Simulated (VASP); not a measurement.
Runs of VASP 6.6.1 on NaAu. The structure is that of space group P6/mmm (No. 191), or close to it. The cells are those of the table. 

```csv
task,cell,k mesh,cutoff (eV),smearing,gap on the mesh (eV),pressure (GPa)
relaxation of cell and atoms,"relaxed from a = 5.433, b = 5.433, c = 4.383 Å, angles 90.0, 90.0, 120.0°, 6 atoms",6 × 6 × 4,600,gaussian 0.1 eV,0.43,0.0
single point,"a = 6.918, b = 6.918, c = 4.319 Å, angles 90.0, 90.0, 120.0°, 6 atoms",6 × 6 × 8,520,gaussian 0.02 eV,0.40,0.0
single point,"a = 5.433, b = 5.433, c = 4.383 Å, angles 90.0, 90.0, 120.0°, 6 atoms",6 × 6 × 4,520,gaussian 0.1 eV,(b),16.4
single point,"a = 6.894, b = 6.894, c = 4.330 Å, angles 90.0, 90.0, 120.0°, 6 atoms",6 × 6 × 4,520,gaussian 0.1 eV,(a),0.0
```

Alike in all rows: level PBE; potentials or basis VASP PAW PBE potentials, release 64 (Na_pv, Au); no spin polarisation.

Estimate the missing entries.

(a) 0.44; (b) none.

Caveats: spin-orbit coupling is left out, which moves the levels of the heavy elements; the cell stands under pressure (at least some runs).

A k mesh can miss the band edges, and the runs leave out spin-orbit coupling on Au.
